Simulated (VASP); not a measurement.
# CsAg3O2 (P6/mmm) in VASP: further runs, part 2 of 2

VASP 6.6.1. The steps go on from the part before.

### Step 4. Single point, PBE

INCAR

```
SYSTEM = CsAg3O2
ALGO = Normal
EDIFF = 1E-7
ENCUT = 520
GGA = PE
ISIF = 2
ISMEAR = 0
LASPH = .TRUE.
LCHARG = .FALSE.
LREAL = .FALSE.
LWAVE = .FALSE.
NBANDS = 36
NELM = 100
PREC = Accurate
SIGMA = 0.1
```

KPOINTS

```
k-points
0
G
  3 3 6
  0 0 0
```

POSCAR

```
CsAg3O2
1.0
    6.0022942775      0.0000000000      0.0000000000
   -3.0011471388      5.1981393253      0.0000000000
    0.0000000000      0.0000000000      3.5352487137
Cs Ag O
1 3 2
Direct
    0.0000000000      0.0000000000      0.0000000000
    0.0000000000      0.5000000000      0.5000000000
    0.5000000000      0.5000000000      0.5000000000
    0.5000000000      0.0000000000      0.5000000000
    0.6666666667      0.3333333333      0.0000000000
    0.3333333333      0.6666666667      0.0000000000
```

Potentials or basis: VASP PAW PBE potentials, release 64 (Cs_sv, Ag, O).

Launch:

```bash
cat potpaw_PBE.64/Cs_sv/POTCAR potpaw_PBE.64/Ag/POTCAR potpaw_PBE.64/O/POTCAR > POTCAR
mpirun -np 1 vasp_std > vasp.out
```

OUTCAR:

```text
SYSTEM = CsAg3O2
   EDIFF = 1E-7
   ENCUT = 520
   GGA = PE
   ISIF = 2
   ISMEAR = 0
   LASPH = .TRUE.
   LREAL = .FALSE.
   NELM = 100
   PREC = Accurate

 ion  position               nearest neighbor table
   1  0.000  0.000  0.000-
   2  0.000  0.500  0.500-   5 2.48   6 2.48   5 2.48   6 2.48   4 3.00   4 3.00   3 3.00   3 3.00

   3  0.500  0.500  0.500-   5 2.48   6 2.48   5 2.48   6 2.48   2 3.00   2 3.00   4 3.00   4 3.00

   4  0.500  0.000  0.500-   5 2.48   6 2.48   5 2.48   6 2.48   2 3.00   2 3.00   3 3.00   3 3.00

   5  0.667  0.333  0.000-   2 2.48   2 2.48   4 2.48   4 2.48   3 2.48   3 2.48
   6  0.333  0.667  0.000-   2 2.48   2 2.48   4 2.48   4 2.48   3 2.48   3 2.48

  LATTYP: Found a hexagonal cell.
 ALAT       =     6.0022942775
 C/A-ratio  =     0.5889829039

  Lattice vectors:

 A1 = (   6.0022942775,   0.0000000000,   0.0000000000)
 A2 = (  -3.0011471388,   5.1981393253,   0.0000000000)
 A3 = (   0.0000000000,   0.0000000000,   3.5352487137)

Analysis of symmetry for initial positions (statically):
=====================================================================
 Subroutine PRICEL returns:
 Original cell was already a primitive cell.

 Routine SETGRP: Setting up the symmetry group for a
 hexagonal supercell.

 Subroutine GETGRP returns: Found 24 space group operations
 (whereof 24 operations were pure point group operations)
 out of a pool of 24 trial point group operations.

The static configuration has the point symmetry D_6h.

Analysis of symmetry for dynamics (positions and initial velocities):
=====================================================================
 Subroutine PRICEL returns:
 Original cell was already a primitive cell.

 Routine SETGRP: Setting up the symmetry group for a
 hexagonal supercell.

 Subroutine GETGRP returns: Found 24 space group operations
[... 118 lines left out ...]
     AMIX_MAG =   1.60;   BMIX_MAG =  1.00
  volume/ion in A,a.u.               =      18.38       124.06
  Fermi-wavevector in a.u.,A,eV,Ry     =   1.290261  2.438240 22.650631  1.664774
  Thomas-Fermi vector in A             =   2.422104
   LORBIT       =      0    0 simple, 1 ext, 2 COOP (PROOUT), +10 PAW based schemes
   GGA     = PE    functional components
   LHFCALC =     F    Hartree Fock is set to
   AEXX    =    0.0000 exact exchange contribution
   IVDW    =     0    specifies the selected vdW correction
   LEPSILON=     F    determine dielectric tensor
   LRPA    =     F    only Hartree local field effects (RPA)
 non-spin polarized calculation
 Gauss-broadening in eV      SIGMA  =   0.10
  energy-cutoff  :      520.00
  volume of cell :      110.30
 maximum number of plane-waves:      3013
 NGX is ok and might be reduce to    48
   NGX = 23   NGY = 23   NGZ = 13

 number of electron      53.9999997 magnetization

 Free energy of the ion-electron system (eV)
  ---------------------------------------------------
  ext. energy  EPLUGINS =         0.00000000
  ---------------------------------------------------
  free energy    TOTEN  =       -19.59163841 eV

  energy without entropy =      -19.57810081  energy(sigma->0) =      -19.58486961

 E-fermi :   5.0827     XC(G=0): -10.6962

 val. band max:        5.0010021041   @ k =   0.0000   0.0000   0.5000
 cond. band min:       5.1038677913   @ k =   0.3333   0.0000   0.0000
 fundamental gap:      0.1028656872
 Fermi energy:         5.0826758428

 k-point     1 :       0.0000    0.0000    0.0000
  band No.  band energies     occupation
      1     -17.3710      2.00000
      2     -11.9899      2.00000
      3     -11.6745      2.00000
      4      -4.3048      2.00000
      5      -4.3048      2.00000
      6      -3.1413      2.00000
[... 457 lines left out ...]
     35      12.0046      0.00000
     36      13.5817      0.00000

------------------------ aborting loop because EDIFF is reached ----------------------------------------

  FORCE on cell =-STRESS in cart. coord.  units (eV):
  Direction    XX          YY          ZZ          XY          YZ          ZX
  --------------------------------------------------------------------------------------
  -------------------------------------------------------------------------------------
  Total       -0.0427277     -0.0427277     -0.1095922      0.0000000      0.0000000      0.0000000
  in kB       -0.6206330     -0.6206330     -1.5918612      0.0000000      0.0000000      0.0000000
  external PRESSURE =      -0.9443757 kB  Pullay stress =       0.0000000 kB

 VOLUME and BASIS-vectors are now :
 -----------------------------------------------------------------------------
  energy-cutoff  :      520.00
  volume of cell :      110.30
      direct lattice vectors                 reciprocal lattice vectors
     6.002294277  0.000000000  0.000000000     0.166602961  0.096188264  0.000000000
    -3.001147139  5.198139325  0.000000000     0.000000000  0.192376529  0.000000000
     0.000000000  0.000000000  3.535248714     0.000000000  0.000000000  0.282865530

 POSITION                                       TOTAL-FORCE (eV/Angst)
 -----------------------------------------------------------------------------------
      0.00000      0.00000      0.00000        -0.000000      0.000000      0.000000
     -1.50057      2.59907      1.76762         0.000000      0.000000      0.000000
      1.50057      2.59907      1.76762        -0.000000      0.000000      0.000000
      3.00115      0.00000      1.76762        -0.000000      0.000000      0.000000
      3.00115      1.73271      0.00000         0.000000     -0.000000     -0.000000
     -0.00000      3.46543      0.00000        -0.000000     -0.000000      0.000000
 -----------------------------------------------------------------------------------
    total drift:                               -0.000000      0.000000     -0.000000

  FREE ENERGIE OF THE ION-ELECTRON SYSTEM (eV)
  ---------------------------------------------------
  free  energy   TOTEN  =       -19.5916384140 eV

  energy  without entropy=      -19.5781008086  energy(sigma->0) =      -19.58486961
```

OSZICAR:

```text
N       E                     dE             d eps       ncg     rms          rms(c)
DAV:   1     0.367238100527E+03    0.36724E+03   -0.27742E+04   864   0.144E+03
DAV:   2     0.226279959813E+00   -0.36701E+03   -0.34901E+03   928   0.320E+02
DAV:   3    -0.239299737309E+02   -0.24156E+02   -0.23819E+02   976   0.812E+01
DAV:   4    -0.242081066674E+02   -0.27813E+00   -0.27768E+00   944   0.911E+00
DAV:   5    -0.242098896500E+02   -0.17830E-02   -0.17828E-02   964   0.731E-01    0.132E+01
DAV:   6    -0.205464937950E+02    0.36634E+01   -0.22018E+01  1112   0.354E+01    0.111E+01
DAV:   7    -0.196838609285E+02    0.86263E+00   -0.36885E+00   940   0.130E+01    0.553E+00
DAV:   8    -0.196106516530E+02    0.73209E-01   -0.12450E+00   888   0.608E+00    0.136E+00
DAV:   9    -0.195929704537E+02    0.17681E-01   -0.86733E-02   980   0.150E+00    0.410E-01
DAV:  10    -0.195923830635E+02    0.58739E-03   -0.40045E-03   964   0.398E-01    0.298E-01
DAV:  11    -0.195916554866E+02    0.72758E-03   -0.26574E-03   944   0.276E-01    0.497E-02
DAV:  12    -0.195916406373E+02    0.14849E-04   -0.98387E-05   928   0.557E-02    0.198E-02
DAV:  13    -0.195916381826E+02    0.24547E-05   -0.31704E-05   956   0.301E-02    0.777E-03
DAV:  14    -0.195916388591E+02   -0.67647E-06   -0.50425E-06   952   0.178E-02    0.473E-03
DAV:  15    -0.195916386528E+02    0.20626E-06   -0.10411E-06   980   0.590E-03    0.124E-03
DAV:  16    -0.195916384402E+02    0.21262E-06   -0.11786E-07   616   0.192E-03    0.322E-04
DAV:  17    -0.195916384140E+02    0.26197E-07   -0.22383E-08   484   0.648E-04
   1 F= -.19591638E+02 E0= -.19584870E+02  d E =-.135376E-01
```

Wall time 26 s (1 thread of Intel Xeon Platinum 8559C (Emerald Rapids), shared host); peak memory 0.25 GiB.

Results:

```
Free energy            : -19.5916 eV
Pressure               : -0.1 GPa
Band gap on the k mesh : zero (band 27 reaches 5.10 eV, above the bottom of band 28 at 4.88 eV)
```

Caveat: the k points lie up to 0.40 Å⁻¹ apart; spin-orbit coupling is left out, which moves the levels of the heavy elements.

### Step 5. Summary

```tsv
cell	k mesh	gap on the mesh (eV)	pressure (GPa)
a = 6.002, b = 6.002, c = 3.535 Å, angles 90.0, 90.0, 120.0°, 6 atoms	3 × 3 × 4	-	0.0
a = 5.852, b = 5.852, c = 4.436 Å, angles 90.0, 90.0, 120.0°, 6 atoms	3 × 3 × 4	none	-6.9
a = 6.002, b = 6.002, c = 3.535 Å, angles 90.0, 90.0, 120.0°, 6 atoms	3 × 3 × 6	none	-0.1
```

Alike in all rows: task single point; level PBE; potentials or basis VASP PAW PBE potentials, release 64 (Cs_sv, Ag, O); no spin polarisation; cutoff (eV) 520; smearing gaussian 0.1 eV.

Caveats: all runs use coarse meshes; spin-orbit coupling is left out, which moves the levels of the heavy elements.

Absolute energies hang on the potentials; compare differences alone.
